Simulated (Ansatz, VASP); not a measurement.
# Two plane-wave programs on SnGe3Se4

Contents of INCAR:

```
PREC = Accurate ; ENCUT = 520
EDIFF = 1E-7 ; ISMEAR = 0
SIGMA = 0.1 ; LREAL = F
LASPH = T ; NELM = 100
ALGO = Normal ; ISIF = 2
LWAVE = F ; LCHARG = F
GGA = PE ; NBANDS = 50
```

The input KPOINTS:

```
Automatic mesh
0
Gamma
  4 4 4
```

POSCAR

```
SnGe3Se4
1.0
   -2.9188918900      2.9188918900      5.8377837800
    2.9188918900     -2.9188918900      5.8377837800
    2.9188918900      2.9188918900     -5.8377837800
Sn Ge Se
1 3 4
Direct
    0.5000000000      0.5000000000      0.0000000000
    0.0000000000      0.0000000000      0.0000000000
    0.7500000000      0.2500000000      0.5000000000
    0.2500000000      0.7500000000      0.5000000000
    0.7500000000      0.7500000000      0.0000000000
    0.2500000000      0.2500000000      0.0000000000
    0.5000000000      0.0000000000      0.5000000000
    0.0000000000      0.5000000000      0.5000000000
```

Input for Ansatz:

```yaml
crystal:
  lattice:
    - [-2.91889189, 2.91889189, 5.83778378]
    - [2.91889189, -2.91889189, 5.83778378]
    - [2.91889189, 2.91889189, -5.83778378]
  atoms:
    - { symbol: Sn, position: [0.5, 0.5, 0.0] }
    - { symbol: Ge, position: [0.0, 0.0, 0.0] }
    - { symbol: Ge, position: [0.75, 0.25, 0.5] }
    - { symbol: Ge, position: [0.25, 0.75, 0.5] }
    - { symbol: Se, position: [0.75, 0.75, 0.0] }
    - { symbol: Se, position: [0.25, 0.25, 0.0] }
    - { symbol: Se, position: [0.5, 0.0, 0.5] }
    - { symbol: Se, position: [0.0, 0.5, 0.5] }
basis:
  ecutwfc: 420
kpoints:
  mp_grid: { grid: [4, 4, 4] }
hamiltonian:
  xc: pbe
scf:
  occupations: { method: gaussian, width: 0.1 }
  lower_state_search: "off"
output:
  forces: true
  stress: true
  eigenvalues: true
```

Alike in both runs: task single point; functional PBE; k mesh 4 × 4 × 4; occupations gaussian, width 0.1 eV; no spin polarisation.

|  | VASP | Ansatz |
| --- | --- | --- |
| version | VASP 6.6.1 | Ansatz 0.2.0 |
| potentials or method | VASP PAW PBE potentials, release 64 (Sn_d, Ge_d, Se), cutoff 520 eV | scalar-relativistic, plane waves, PAW |
| valence electrons in the cell | 80 | 120 |

```csv
,VASP,Ansatz,Ansatz less VASP
gap on the k mesh at the Fermi level (eV),0.01,0.01,0.000
least direct gap on the mesh (eV),0.01,0.01,0.000
pressure (GPa),-1.7,-1.8,-0.02
"traceless stress, the component that is largest in VASP (GPa)",-0.34,-0.34,-0.001
rms of the force components (eV/Å),0.114,0.114,+0.0001
```

Atom by atom the forces differ by 0.000 eV/Å (rms over components). The functional is the same, so the differences come from potentials, cutoffs and numerics. VASP's potentials hold 80 valence electrons a cell and Ansatz's 120, so a difference there can come from the potentials and not from the codes.
